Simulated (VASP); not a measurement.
Set up this calculation in VASP 6.6.1, as the native input.

```
Task                   : single point
Functional             : PBE
Potentials or basis    : VASP PAW PBE potentials, release 64 (S)
Cutoff                 : 520 eV
k mesh                 : 47 × 47 × 47
Occupations            : fermi-dirac, width 0.0612256 eV
Spin                   : no spin polarisation
Dipole correction      : no
Further INCAR settings : ALGO = Normal; EDIFF = 1e-06; NBANDS = 9
```

The structure of S lies in POSCAR:

```
S
1.0
    0.0000000000      2.0213679914      2.0213679914
    2.0213679914      0.0000000000      2.0213679914
    2.0213679914      2.0213679914      0.0000000000
S
1
Direct
    0.0000000000      0.0000000000      0.0000000000
```

This isn't the form of S at room conditions, which is orthorhombic, of S8 rings.

One way to write it, as run:

INCAR

```
SYSTEM = S
ALGO = Normal
EDIFF = 1E-6
ENCUT = 520
GGA = PE
ISIF = 2
ISMEAR = -1
LASPH = .TRUE.
LCHARG = .FALSE.
LREAL = .FALSE.
LWAVE = .FALSE.
NBANDS = 9
NELM = 100
PREC = Accurate
SIGMA = 0.06122561905347299
```

KPOINTS

```
k-points
0
G
  47 47 47
  0 0 0
```

Potentials or basis: VASP PAW PBE potentials, release 64 (S).

Command:

```sh
$ cat potpaw_PBE.64/S/POTCAR > POTCAR
$ mpirun -np 1 vasp_std > vasp.out
```

It gave:

```
Pressure               : -3.1 GPa
Band gap on the k mesh : zero (bands 3 and 4 overlap by 5.28 eV)
```

Caveat: the cell stands under tension.

It took 2.2 min on 1 thread of AMD EPYC 9R45 96-Core Processor (Zen 5) (shared host), peak memory 0.38 GiB.
